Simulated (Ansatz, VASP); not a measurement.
# Two plane-wave programs on Cu2O

```
Cu O
1.0
     4.24567    0.00000    0.00000
     0.00000    4.24567    0.00000
     0.00000    0.00000    4.24567
Cu O
4 2
Direct
  0.25000 0.25000 0.25000
  0.25000 0.75000 0.75000
  0.75000 0.75000 0.25000
  0.75000 0.25000 0.75000
  0.00000 0.00000 0.00000
  0.50000 0.50000 0.50000
```

Alike in both runs: task electric field gradients; functional r2SCAN; k mesh 8 × 8 × 8; occupations gaussian, width 0.05 eV; no spin polarisation.

|  | VASP | Ansatz |
| --- | --- | --- |
| version | VASP 6.6.1 | Ansatz 0.2.0 |
| potentials or method | VASP PAW PBE potentials, release 64 (Cu, O), cutoff 580 eV | scalar-relativistic, plane waves, PAW |
| valence electrons in the cell | 56 | 88 |

VASP gave:

- gap on the k mesh at the Fermi level (eV): 0.79
- least direct gap on the mesh (eV): 0.79
- pressure (GPa): 1.0
- size of Vzz on the site where it differs most (V/Å²): 68.8

**Question.** Which values does Ansatz return?

**Answer.** gap on the k mesh at the Fermi level (eV): 0.79; least direct gap on the mesh (eV): 0.79; pressure (GPa): 0.0; size of Vzz on the site where it differs most (V/Å²): 80.5.

VASP's potentials were made for PBE, not for r2SCAN. VASP's potentials hold 56 valence electrons a cell and Ansatz's 88, so a difference there can come from the potentials and not from the codes.
